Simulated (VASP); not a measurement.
# As (Fd-3m) in VASP: notebook, part 2 of 2

VASP 6.6.1.

**3. Single point, PBEsol (volume scaled by 0.45, level accurate)**

INCAR

```
SYSTEM = As
ALGO = Normal
EDIFF = 1E-6
ENCUT = 520
GGA = PS
ISIF = 2
ISMEAR = -1
LASPH = .True.
LCHARG = .False.
LREAL = .False.
LWAVE = .False.
NBANDS = 12
NELM = 80
PREC = Accurate
SIGMA = 0.08
```

KPOINTS

```
k-points
0
Gamma
  11 11 11
  0 0 0
```

POSCAR

```
As
1.0
    0.0000000000      2.2998931366      2.2998931366
    2.2998931366      0.0000000000      2.2998931366
    2.2998931366      2.2998931366      0.0000000000
As
2
Direct
   -0.1250000000     -0.1250000000     -0.1250000000
    0.1250000000      0.1250000000      0.1250000000
```

Potentials or basis: VASP PAW PBE potentials, release 64 (As).

Launch:

```console
cat potpaw_PBE.64/As/POTCAR > POTCAR
mpirun -np 1 vasp_std > vasp.out
```

OUTCAR:

```text
SYSTEM = As
   EDIFF = 1E-6
   ENCUT = 520
   GGA = PS
   ISIF = 2
   ISMEAR = -1
   LASPH = .True.
   LREAL = .False.
   NELM = 80
   PREC = Accurate

 ion  position               nearest neighbor table
   1  0.875  0.875  0.875-   2 1.99   2 1.99   2 1.99   2 1.99
   2  0.125  0.125  0.125-   1 1.99   1 1.99   1 1.99   1 1.99

  LATTYP: Found a face centered cubic cell.
 ALAT       =     4.5997862732

  Lattice vectors:

 A1 = (   0.0000000000,   2.2998931366,   2.2998931366)
 A2 = (   2.2998931366,   0.0000000000,   2.2998931366)
 A3 = (   2.2998931366,   2.2998931366,   0.0000000000)

Analysis of symmetry for initial positions (statically):
=====================================================================
 Subroutine PRICEL returns:
 Original cell was already a primitive cell.

 Routine SETGRP: Setting up the symmetry group for a
 face centered cubic supercell.

 Subroutine GETGRP returns: Found 48 space group operations
 (whereof 12 operations were pure point group operations)
 out of a pool of 48 trial point group operations.

The static configuration has the point symmetry D_3d.
 The point group associated with its full space group is O_h .

Analysis of symmetry for dynamics (positions and initial velocities):
=====================================================================
 Subroutine PRICEL returns:
 Original cell was already a primitive cell.

 Routine SETGRP: Setting up the symmetry group for a
 face centered cubic supercell.

 Subroutine GETGRP returns: Found 48 space group operations
 (whereof 12 operations were pure point group operations)
 out of a pool of 48 trial point group operations.

The dynamic configuration has the point symmetry D_3d.
 The point group associated with its full space group is O_h .

 Subroutine INISYM returns: Found 48 space group operations
 (whereof 12 operations are pure point group operations),
 and found     1 'primitive' translations

----------------------------------------------------------------------------------------
[... 122 lines left out ...]
   LEPSILON=     F    determine dielectric tensor
   LRPA    =     F    only Hartree local field effects (RPA)
 non-spin polarized calculation
  energy-cutoff  :      520.00
  volume of cell :       24.33
 maximum number of plane-waves:       667
   NGX = 13   NGY = 13   NGZ = 13

 number of electron      10.0000000 magnetization

 number of electron       9.9999997 magnetization

 Free energy of the ion-electron system (eV)
  ---------------------------------------------------
  ext. energy  EPLUGINS =         0.00000000
  ---------------------------------------------------
  free energy    TOTEN  =         0.14564927 eV

  energy without entropy =        0.16551598  energy(sigma->0) =        0.15558263

 E-fermi :  13.6591     XC(G=0): -12.5949

 val. band max:       13.5641837973   @ k =  -0.4545   0.1818   0.0909
 cond. band min:      13.6724251033   @ k =  -0.1818   0.0909   0.0000
 fundamental gap:      0.1082413060
 Fermi energy:        13.6591388941

 k-point     1 :       0.0000    0.0000    0.0000
  band No.  band energies     occupation
      1      -9.1721      2.00000
      2       9.5958      2.00000
      3       9.5958      2.00000
      4       9.5958      2.00000
      5      12.9757      1.99961
      6      12.9757      1.99961
      7      12.9757      1.99961
      8      15.1740      0.00000
      9      19.1734      0.00000
     10      21.8499      0.00000
     11      21.8499      0.00000
     12      23.8810      0.00000
[... 331 lines left out ...]
 k-point    24 :      -0.1818    0.1818    0.0000
  band No.  band energies     occupation
      1      -7.4489      2.00000
      2       3.0717      2.00000
      3       4.7530      2.00000
      4       8.1958      2.00000
      5      13.9836      0.03407
      6      14.8551      0.00000
      7      15.7157      0.00000
      8      17.4562      0.00000
      9      18.6402      0.00000
     10      23.6785      0.00000
     11      25.0239      0.00000
     12      25.6737      0.00000

 [... further k-points ...]

------------------------ aborting loop because EDIFF is reached ----------------------------------------

  FORCE on cell =-STRESS in cart. coord.  units (eV):
  Direction    XX          YY          ZZ          XY          YZ          ZX
  --------------------------------------------------------------------------------------
  -------------------------------------------------------------------------------------
  Total       31.5564549     31.5564549     31.5564549     -0.0000000      0.0000000     -0.0000000
  in kB     2078.0013409   2078.0013409   2078.0013409     -0.0000000      0.0000000     -0.0000000
  external PRESSURE =    2078.0013409 kB  Pullay stress =       0.0000000 kB

 VOLUME and BASIS-vectors are now :
 -----------------------------------------------------------------------------
  energy-cutoff  :      520.00
  volume of cell :       24.33
      direct lattice vectors                 reciprocal lattice vectors
     0.000000000  2.299893137  2.299893137    -0.217401405  0.217401405  0.217401405
     2.299893137  0.000000000  2.299893137     0.217401405 -0.217401405  0.217401405
     2.299893137  2.299893137  0.000000000     0.217401405  0.217401405 -0.217401405

 POSITION                                       TOTAL-FORCE (eV/Angst)
 -----------------------------------------------------------------------------------
      4.02481      4.02481      4.02481        -0.000000      0.000000     -0.000000
      0.57497      0.57497      0.57497         0.000000     -0.000000      0.000000
 -----------------------------------------------------------------------------------
    total drift:                                0.000000      0.000000      0.000000

  FREE ENERGIE OF THE ION-ELECTRON SYSTEM (eV)
  ---------------------------------------------------
  free  energy   TOTEN  =         0.1456492738 eV

  energy  without entropy=        0.1655159771  energy(sigma->0) =        0.15558263
```

stdout:

```text
POSCAR found type information on POSCAR As
 POSCAR found :  1 types and       2 ions
 scaLAPACK will be used
 -----------------------------------------------------------------------------
|                                                                             |
|                                                                             |
|     You enforced a specific xc type in the INCAR file but a different       |
|     I HOPE YOU KNOW WHAT YOU ARE DOING!                                     |
|                                                                             |
 -----------------------------------------------------------------------------

 LDA part: xc-table for (Slater+PW92), standard interpolation
 POSCAR, INCAR and KPOINTS ok, starting setup
 FFT: planning ... GRIDC
 FFT: planning ... GRID_SOFT
 FFT: planning ... GRID
 WAVECAR not read
 entering main loop
```

Wall time 8.3 s (1 thread of Intel Xeon Platinum 8488C (Sapphire Rapids), shared host); peak memory 0.14 GiB.

Results:

- Free energy: 0.1456 eV
- Pressure: 207.8 GPa
- Band gap on the k mesh: zero (band 5 reaches 14.37 eV, above the bottom of band 6 at 10.56 eV)

Levels at points of the mesh, in eV from the Fermi level:
```
           k point  band 1  band 2  band 3  band 4  band 5  band 6  band 7  band 8  band 9  band 10
(0.00, 0.00, 0.00)  -22.83   -4.06   -4.06   -4.06   -0.68   -0.68   -0.68    1.51    5.51     8.19
```

Caveat: the PAW data sets were made with another functional, which shifts forces and pressure a little.
